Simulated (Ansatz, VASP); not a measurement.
MoS2: VASP beside Ansatz

```
CELL_PARAMETERS angstrom
3.06308 0.00000 0.00000
-1.53154 2.65271 0.00000
0.00000 0.00000 6.46264
ATOMIC_POSITIONS crystal
Mo 0.00000 0.00000 0.00000
S 0.33333 0.66667 0.23579
S 0.33333 0.66667 0.76421
```

Alike in both runs: task single point; functional PBE; dispersion D3(BJ); k mesh 12 × 12 × 6; occupations gaussian, width 0.05 eV; no spin polarisation.

|  | VASP | Ansatz |
| --- | --- | --- |
| version | VASP 6.6.1 | Ansatz 0.2.0 |
| potentials or method | VASP PAW PBE potentials, release 64 (Mo_sv, S), cutoff 500 eV | scalar-relativistic, plane waves, PAW |
| valence electrons in the cell | 26 | 26 |

```csv
,VASP,Ansatz,Ansatz less VASP
gap on the k mesh at the Fermi level (eV),1.21,1.19,-0.013
least direct gap on the mesh (eV),1.97,1.97,-0.005
pressure (GPa),13.9,14.1,+0.20
"traceless stress, the component that is largest in VASP (GPa)",0.98,1.06,+0.074
rms of the force components (eV/Å),0.709,0.719,+0.0103
```

Atom by atom the forces differ by 0.010 eV/Å (rms over components).
